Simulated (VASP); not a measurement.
Write the native input for VASP 6.6.1 that does the following.

```yaml
Task: single point
Functional: BLYP
Dispersion: D3(BJ)
Potentials_or_basis: VASP PAW PBE potentials, release 64 (Mg)
Cutoff: 520 eV
k_mesh: 10 × 10 × 5
Occupations: fermi-dirac, width 0.05 eV
Spin: no spin polarisation
Dipole_correction: no
Further_INCAR_settings: ALGO = Fast; EDIFF = 1e-07; NBANDS = 9
```

The structure of Mg lies in POSCAR:

```
Mg
1.0
    3.2305542618      0.0000000000      0.0000000000
   -1.6152771309      2.7977420591      0.0000000000
    0.0000000000      0.0000000000      5.2448063036
Mg
2
Direct
    0.6666666667      0.3333333333      0.7500000000
    0.3333333333      0.6666666667      0.2500000000
```

These files were run (other wordings do the same):

INCAR

```
PREC = Accurate
ENCUT = 520
EDIFF = 1E-7
ISMEAR = -1
SIGMA = 0.05
LREAL = F
LASPH = T
NELM = 60
ALGO = Fast
ISIF = 2
LWAVE = F
LCHARG = T
GGA = B5
ALDAX = 1.0
AGGAX = 1.0
AGGAC = 1.0
ALDAC = 0.0
IVDW = 12
VDW_S6 = 1.0
VDW_S8 = 2.6996
VDW_A1 = 0.4298
VDW_A2 = 4.2359
LELF = T
LVHAR = T
NBANDS = 9
```

KPOINTS

```
regular mesh
0
Gamma
  10 10 5
```

Potentials or basis: VASP PAW PBE potentials, release 64 (Mg).

Launch:

```bash
$ cat potpaw_PBE.64/Mg/POTCAR > POTCAR
$ mpirun -np 1 vasp_std > vasp.out
```

It gave:

```
Pressure                   : -4.4 GPa
Band gap on the k mesh     : zero (band 2 reaches 3.61 eV, above the bottom of band 3 at 1.60 eV)
Dispersion energy per atom : -0.631 eV
```

Caveat: the PAW data sets were made with another functional, which shifts forces and pressure a little; pairwise dispersion overbinds metals, which lowers pressure and volume.

It took 37 s on 1 thread of AMD EPYC 7R43 64-Core Processor (Zen 3), with other jobs on the host, peak memory 0.13 GiB.
